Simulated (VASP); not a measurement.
# I (C2/m) in VASP: further runs

The runs below take I through single point, relaxation of cell and atoms, with PBE.

All numbers are computed with VASP 6.6.1; they aren't measurements. Logs are shortened: lines on timing, memory, paths and dates and some standing lists are left out, and cuts for length are marked.

## (1) The cell of the first run

It takes space group C2/m (No. 12, monoclinic). Conventional cell: a = 4.798 Å, b = 9.158 Å, c = 2.953 Å, α = 90.00°, β = 126.61°, γ = 90.00°. Within 3.9 Å of I (site symmetry 2/m) lie 4 I at 2.95 to 3.85 Å.

## (2) Single point, PBE

Contents of INCAR:

```
PREC     = Accurate       # precision mode
ENCUT    = 520            # plane-wave cutoff, eV
EDIFF    = 1E-6           # SCF threshold, eV
ISMEAR   = -1             # smearing method
SIGMA    = 0.05           # smearing width, eV
LREAL    = F              # projectors in reciprocal space
LASPH    = T              # aspherical terms in the spheres
NELM     = 100            # most SCF steps
ALGO     = Normal         # electronic algorithm
ISIF     = 2              # what is computed and relaxed
LWAVE    = F              # write WAVECAR
LCHARG   = F              # write CHGCAR
GGA      = PE             # functional
NBANDS   = 10             # bands
```

Contents of KPOINTS:

```
Automatic mesh
0
Gamma
  5 5 8
```

Contents of POSCAR:

```
I
1.0
    2.4509892803     -4.5787660713     -0.1401326588
    2.4509892803      4.5787660713     -0.1401326588
   -1.6965439040      0.0000000000      2.4173738047
I
1
Direct
    0.5000000000      0.5000000000      0.5000000000
```

Potentials or basis: VASP PAW PBE potentials, release 64 (I).

On the command line:

```console
$ cat potpaw_PBE.64/I/POTCAR > POTCAR
$ mpirun -np 1 vasp_std > vasp.out
```

OUTCAR:

```text
PREC = Accurate
   ENCUT = 520
   EDIFF = 1E-6
   ISMEAR = -1
   LREAL = F
   LASPH = T
   NELM = 100
   ISIF = 2
   GGA = PE

 ion  position               nearest neighbor table
   1  0.500  0.500  0.500-

  Warning from LATTYP: Got some problem with cell dimensions!
  Tried to take original basis but could not verify dimensions!
  LATTYP: Found a base centered monoclinic cell.
 ALAT       =     4.7979224931
 B/A-ratio  =     1.9086452847
 C/A-ratio  =     0.6155364151
 COS(beta)  =    -0.5963425837

  Lattice vectors:

 A1 = (  -0.7544453763,   4.5787660713,  -2.2772411459)
 A2 = (  -0.7544453763,  -4.5787660713,  -2.2772411459)
 A3 = (  -1.6965439040,   0.0000000000,   2.4173738047)

Analysis of symmetry for initial positions (statically):
=====================================================================
 Subroutine PRICEL returns:
 Original cell was already a primitive cell.

 Routine SETGRP: Setting up the symmetry group for a
 base centered monoclinic supercell.

 Subroutine GETGRP returns: Found  4 space group operations
 (whereof  4 operations were pure point group operations)
 out of a pool of  4 trial point group operations.

The static configuration has the point symmetry C_2h.

Analysis of symmetry for dynamics (positions and initial velocities):
=====================================================================
 Subroutine PRICEL returns:
 Original cell was already a primitive cell.

 Routine SETGRP: Setting up the symmetry group for a
 base centered monoclinic supercell.

 Subroutine GETGRP returns: Found  4 space group operations
 (whereof  4 operations were pure point group operations)
 out of a pool of  4 trial point group operations.

The dynamic configuration has the point symmetry C_2h.

 Subroutine INISYM returns: Found  4 space group operations
 (whereof  4 operations are pure point group operations),
 and found     1 'primitive' translations

----------------------------------------------------------------------------------------

                                     Primitive cell

  volume of cell :      52.0809

  direct lattice vectors                    reciprocal lattice vectors
     2.450989280 -4.578766071 -0.140132659     0.212526988 -0.109199726  0.149154163
     2.450989280  4.578766071 -0.140132659     0.212526988  0.109199726  0.149154163
    -1.696543904  0.000000000  2.417373805     0.024639939  0.000000000  0.430964684

  length of vectors
     5.195390683  5.195390683  2.953296011     0.281672265  0.281672265  0.431668491

  position of ions in fractional coordinates (direct lattice)
     0.500000000  0.500000000  0.500000000

  ion indices of the primitive-cell ions
   primitive index   ion index
                 1           1

----------------------------------------------------------------------------------------

 KPOINTS: Automatic mesh

Automatic generation of k-mesh.
 Grid dimensions read from file:
 generate k-points for:    5    5    8

 Generating k-lattice:

  Cartesian coordinates                     Fractional coordinates (reciprocal lattice)
     0.042505398 -0.021839945  0.029830833     0.200000000 -0.000000000  0.000000000
     0.042505398  0.021839945  0.029830833    -0.000000000  0.200000000  0.000000000
     0.003079992  0.000000000  0.053870586     0.000000000  0.000000000  0.125000000

  Length of vectors
     0.056334453  0.056334453  0.053958561

  Shift w.r.t. Gamma in fractional coordinates (k-lattice)
     0.000000000  0.000000000  0.000000000

 Subroutine IBZKPT returns following result:
 ===========================================

 Found     63 irreducible k-points:

 Following reciprocal coordinates:
            Coordinates               Weight
  0.000000  0.000000  0.000000      1.000000
  0.200000  0.000000  0.000000      4.000000
  0.400000  0.000000 -0.000000      4.000000
  0.200000  0.200000  0.000000      2.000000
  0.400000  0.200000  0.000000      4.000000
 -0.400000  0.200000  0.000000      4.000000
[... 16 lines left out ...]
 -0.200000 -0.400000  0.125000      4.000000
 -0.200000 -0.200000  0.125000      2.000000
 [... further k-points ...]
   k-points           NKPTS =     63   k-points in BZ     NKDIM =     63   number of bands    NBANDS=     10
   number of dos      NEDOS =    301   number of ions     NIONS =      1
   total plane-waves  NPLWV =  38400
   dimension x,y,z NGX =    40 NGY =   40 NGZ =   24
   dimension x,y,z NGXF=    80 NGYF=   80 NGZF=   48
   ions per type =               1
   NGX,Y,Z   is equivalent  to a cutoff of  12.80, 12.80, 13.51 a.u.
   NGXF,Y,Z  is equivalent  to a cutoff of  25.60, 25.60, 27.02 a.u.
 SYSTEM =  unknown system
   PREC   = accura    normal or accurate (medium, high low for compatibility)
   ISTART =      0    job   : 0-new  1-cont  2-samecut
   ICHARG =      2    charge: 1-file 2-atom 10-const
   ISPIN  =      1    spin polarized calculation?
   LNONCOLLINEAR =      F non collinear calculations
   LSORBIT =      F    spin-orbit coupling
   LASPH  =      T    aspherical Exc in radial PAW
   ENCUT  =  520.0 eV  38.22 Ry    6.18 a.u.   9.66  9.66  5.49*2*pi/ulx,y,z
   NELM   =    100;   NELMIN=  2; NELMDL= -5     # of ELM steps
   EDIFF  = 0.1E-05   stopping-criterion for ELM
   LREAL  =      F    real-space projection
   EDIFFG = 0.1E-04   stopping-criterion for IOM
   NSW    =      0    number of steps for IOM
   IBRION =     -1    ionic relax: 0-MD 1-quasi-New 2-CG
   NFREE  =      0    steps in history (QN), initial steepest desc. (CG)
   ISIF   =      2    stress and relaxation
   ISYM   =      2    0-nonsym 1-usesym 2-fastsym
   POTIM  = 0.5000    time-step for ionic-motion
   TEBEG  =    0.0;   TEEND  =   0.0 temperature during run
   PSTRESS=    0.0 pullay stress
   NELECT =       7.0000    total number of electrons
   NUPDOWN=      -1.0000    fix difference up-down
   EMIN   =  10.00;   EMAX   =-10.00  energy-range for DOS
   EFERMI =   0.00;   METHOD = LEGACY
   ISMEAR =    -1;   SIGMA  =   0.05  broadening in eV -4-tet -1-fermi 0-gaus
   EFERMI_NEDOS =   21; number of points for ismear=-14 and -15
   IALGO  =     38    algorithm
   IMIX   =      4    mixing-type and parameters
     AMIX     =   0.40;   BMIX     =  1.00
     AMIX_MAG =   1.60;   BMIX_MAG =  1.00
  volume/ion in A,a.u.               =      52.08       351.46
  Fermi-wavevector in a.u.,A,eV,Ry     =   0.838587  1.584700  9.568000  0.703228
  Thomas-Fermi vector in A             =   1.952666
   LORBIT       =      0    0 simple, 1 ext, 2 COOP (PROOUT), +10 PAW based schemes
   GGA     = PE    functional components
   LHFCALC =     F    Hartree Fock is set to
   AEXX    =    0.0000 exact exchange contribution
   IVDW    =     0    specifies the selected vdW correction
   LEPSILON=     F    determine dielectric tensor
   LRPA    =     F    only Hartree local field effects (RPA)
 non-spin polarized calculation
  energy-cutoff  :      520.00
  volume of cell :       52.08
 maximum number of plane-waves:      1421
   NGX = 19   NGY = 19   NGZ = 11

 number of electron       7.0000001 magnetization

 Free energy of the ion-electron system (eV)
  ---------------------------------------------------
  ext. energy  EPLUGINS =         0.00000000
  ---------------------------------------------------
  free energy    TOTEN  =        -1.52220599 eV

  energy without entropy =       -1.51792834  energy(sigma->0) =       -1.52006717

 E-fermi :   0.8332     XC(G=0):  -7.0348

 val. band max:        0.7466076823   @ k =   0.4000   0.4000   0.5000
 cond. band min:       0.8571955747   @ k =  -0.0000  -0.0000   0.5000
 fundamental gap:      0.1105878923
 Fermi energy:         0.8331922869

 k-point     1 :       0.0000    0.0000    0.0000
  band No.  band energies     occupation
      1     -12.2718      2.00000
      2      -1.1070      2.00000
      3       0.0054      2.00000
      4       4.3713      0.00000
      5       5.2831      0.00000
      6       7.7282      0.00000
      7      10.9684      0.00000
      8      10.9778      0.00000
      9      12.2285      0.00000
     10      16.7314      0.00000

 k-point     2 :       0.2000    0.0000    0.0000
  band No.  band energies     occupation
      1     -12.1537      2.00000
      2      -1.1728      2.00000
      3      -1.0145      2.00000
      4       4.4454      0.00000
      5       6.1494      0.00000
      6       8.6844      0.00000
      7       9.5065      0.00000
      8      11.1298      0.00000
      9      15.6721      0.00000
     10      16.5189      0.00000

 k-point     3 :       0.4000    0.0000   -0.0000
  band No.  band energies     occupation
      1     -11.9467      2.00000
      2      -2.3781      2.00000
      3      -1.0603      2.00000
      4       4.5707      0.00000
      5       6.3360      0.00000
      6       9.1776      0.00000
      7      11.2613      0.00000
      8      12.0695      0.00000
      9      14.1902      0.00000
     10      16.3806      0.00000

 k-point     4 :       0.2000    0.2000    0.0000
  band No.  band energies     occupation
      1     -11.9532      2.00000
      2      -2.3553      2.00000
      3      -0.9832      2.00000
      4       4.5754      0.00000
      5       7.0269      0.00000
      6       7.2553      0.00000
      7      11.3607      0.00000
      8      13.2175      0.00000
      9      15.5394      0.00000
     10      16.4127      0.00000
[... 222 lines left out ...]
 k-point    22 :      -0.4000   -0.4000    0.1250
  band No.  band energies     occupation
      1     -11.7572      2.00000
      2      -1.8165      2.00000
      3      -1.2321      2.00000
      4       2.5912      0.00000
      5       7.7259      0.00000
      6       9.8453      0.00000
      7      11.8211      0.00000
      8      13.1346      0.00000
      9      13.2392      0.00000
     10      14.1629      0.00000

 k-point    23 :      -0.2000   -0.4000    0.1250
  band No.  band energies     occupation
      1     -11.6830      2.00000
      2      -2.3154      2.00000
      3      -0.8288      2.00000
      4       2.7169      0.00000
      5       6.7859      0.00000
      6       8.6840      0.00000
      7      12.2421      0.00000
      8      13.1777      0.00000
      9      13.7572      0.00000
     10      14.6468      0.00000

 k-point    24 :      -0.2000   -0.2000    0.1250
  band No.  band energies     occupation
      1     -11.8488      2.00000
      2      -1.4129      2.00000
      3      -0.7749      2.00000
      4       2.6239      0.00000
      5       6.6232      0.00000
      6       8.1049      0.00000
      7      10.8435      0.00000
      8      13.0878      0.00000
      9      13.6305      0.00000
     10      13.9618      0.00000

 [... further k-points ...]

------------------------ aborting loop because EDIFF is reached ----------------------------------------

  FORCE on cell =-STRESS in cart. coord.  units (eV):
  Direction    XX          YY          ZZ          XY          YZ          ZX
  --------------------------------------------------------------------------------------
  -------------------------------------------------------------------------------------
  Total       -0.0226926      0.0011922     -0.0287499      0.0000000      0.0000000      0.0214211
  in kB       -0.6980994      0.0366753     -0.8844393      0.0000000      0.0000000      0.6589840
  external PRESSURE =      -0.5152878 kB  Pullay stress =       0.0000000 kB

 VOLUME and BASIS-vectors are now :
 -----------------------------------------------------------------------------
  energy-cutoff  :      520.00
  volume of cell :       52.08
      direct lattice vectors                 reciprocal lattice vectors
     2.450989280 -4.578766071 -0.140132659     0.212526988 -0.109199726  0.149154163
     2.450989280  4.578766071 -0.140132659     0.212526988  0.109199726  0.149154163
    -1.696543904  0.000000000  2.417373805     0.024639939  0.000000000  0.430964684

 POSITION                                       TOTAL-FORCE (eV/Angst)
 -----------------------------------------------------------------------------------
      1.60272      0.00000      1.06855         0.000000      0.000000      0.000000
 -----------------------------------------------------------------------------------
    total drift:                                0.000000     -0.000000     -0.000000

  FREE ENERGIE OF THE ION-ELECTRON SYSTEM (eV)
  ---------------------------------------------------
  free  energy   TOTEN  =        -1.5222059926 eV

  energy  without entropy=       -1.5179283423  energy(sigma->0) =       -1.52006717
```

It took 21 s on 1 thread of AMD EPYC 9R45 (Zen 5), shared host; peak memory 0.17 GiB.

What came out:

* Free energy: -1.5222 eV
* Pressure: -0.1 GPa
* Band gap on the k mesh: zero (an odd number of electrons rules out a gap without spin polarisation)

Levels at points of the mesh, in eV from the Fermi level:
```
           k point  band 1  band 2  band 3  band 4  band 5  band 6  band 7
(0.00, 0.00, 0.00)  -13.10   -1.94   -0.83    3.54    4.45    6.90   10.14
(0.00, 0.00, 0.50)  -10.40   -4.74   -1.29    0.02    5.20    6.93    9.97
```

Caveat: spin-orbit coupling is left out, which moves the levels of the heavy elements; an odd number of electrons without spin polarisation forces a metal; a magnetic or distorted state may lie lower.

## (3) Relaxation of cell and atoms, PBE

This run uses another cell than the first one, of 44.81 Å³/atom.

Contents of INCAR:

```
SYSTEM = I
PREC = Accurate ; ENCUT = 600
EDIFF = 1E-7 ; ISMEAR = -1
SIGMA = 0.05 ; LREAL = .FALSE.
LASPH = .TRUE. ; NELM = 80
ALGO = Normal ; ISIF = 3
LWAVE = .FALSE. ; LCHARG = .FALSE.
GGA = PE ; IBRION = 2
NSW = 80 ; EDIFFG = -0.01
```

Contents of KPOINTS:

```
regular mesh
0
G
  5 5 8
  0 0 0
```

Contents of POSCAR:

```
I
1.0
    2.5383465792     -3.7066249365      0.0000000000
    2.5383465792      3.7066249365      0.0000000000
   -1.6208748370      0.0000000000      2.3810977968
I
1
Direct
    0.5000000000      0.5000000000      0.5000000000
```

Potentials or basis: VASP PAW PBE potentials, release 64 (I).

On the command line:

```console
$ cat potpaw_PBE.64/I/POTCAR > POTCAR
$ mpirun -np 1 vasp_std > vasp.out
```

It took 5.5 min on 1 thread of AMD EPYC 9R45 (Zen 5), shared host; peak memory 0.17 GiB.

The run converged. Its results:

- Free energy: -1.5220 eV
- Relaxed volume: 52.14 Å³/atom
- Relaxed cell: a = 5.199 Å, b = 5.199 Å, c = 2.951 Å, α = 106.96°, β = 106.96°, γ = 123.71°
- Space group after relaxing (to 0.1 Å): C2/m (No. 12)
- Energy gained by relaxing: 51.0 meV/atom
- Ionic steps: 34
- Pressure after relaxing: 0.0 GPa
- Band gap on the k mesh: zero (an odd number of electrons rules out a gap without spin polarisation)

The path:
```tsv
step	energy change (eV)	largest force (eV/Å)	pressure (GPa)	volume (Å³)
1	0.0000	0.0000	1.51	44.81
2	0.0069	0.0000	-1.65	47.54
3	-0.0168	0.0000	-0.16	46.01
4	-0.0168	0.0000	-0.13	45.98
5	-0.0216	0.0000	-0.16	45.92
6	-0.0348	0.0000	-0.16	45.67
7	-0.0429	0.0000	0.21	44.91
8	-0.0437	0.0000	0.08	45.11
9	-0.0434	0.0000	0.84	45.40
10	-0.0448	0.0000	0.43	45.25
11	-0.0465	0.0000	0.28	46.07
12	-0.0474	0.0000	0.27	46.65
13	-0.0488	0.0000	0.18	47.83
14	-0.0495	0.0000	0.02	50.22
15	-0.0495	0.0000	0.05	49.65
16	-0.0495	0.0000	-0.28	50.06
17	-0.0498	0.0000	-0.10	49.84
18	-0.0503	0.0000	-0.02	49.73
19	-0.0504	0.0000	0.04	49.63
20	-0.0504	0.0000	0.05	49.63
21	-0.0505	0.0000	0.05	49.79
22	-0.0507	0.0000	0.07	50.28
23	-0.0508	0.0000	0.11	51.25
24	-0.0509	0.0000	0.10	51.31
25	-0.0509	0.0000	0.07	51.48
26	-0.0510	0.0000	0.02	51.81
27	-0.0509	0.0000	-0.09	52.49
28	-0.0510	0.0000	-0.02	52.02
29	-0.0510	0.0000	-0.02	52.03
30	-0.0510	0.0000	-0.03	52.13
31	-0.0510	0.0000	-0.02	52.05
32	-0.0510	0.0000	-0.02	52.06
33	-0.0510	0.0000	-0.02	52.08
34	-0.0510	0.0000	-0.01	52.14
```

Final structure:
```xyz
1
Lattice="2.4486 -4.5841 -0.1359 2.4486 4.5841 -0.1359 -1.6933 0.0000 2.4163" Properties=species:S:1:pos:R:3 pbc="T T T"
I     1.6019    0.0000    1.0723
```

Levels at points of the mesh, in eV from the Fermi level:
```
           k point  band 1  band 2  band 3  band 4  band 5  band 6  band 7
(0.00, 0.00, 0.00)  -13.11   -1.95   -0.84    3.56    4.44    6.88   10.15
(0.00, 0.00, 0.50)  -10.40   -4.75   -1.29    0.03    5.20    6.94    9.96
```

Caveat: the volume moved by over 15 % at a fixed basis, so the end points are rough; spin-orbit coupling is left out, which moves the levels of the heavy elements; an odd number of electrons without spin polarisation forces a metal; a magnetic or distorted state may lie lower.
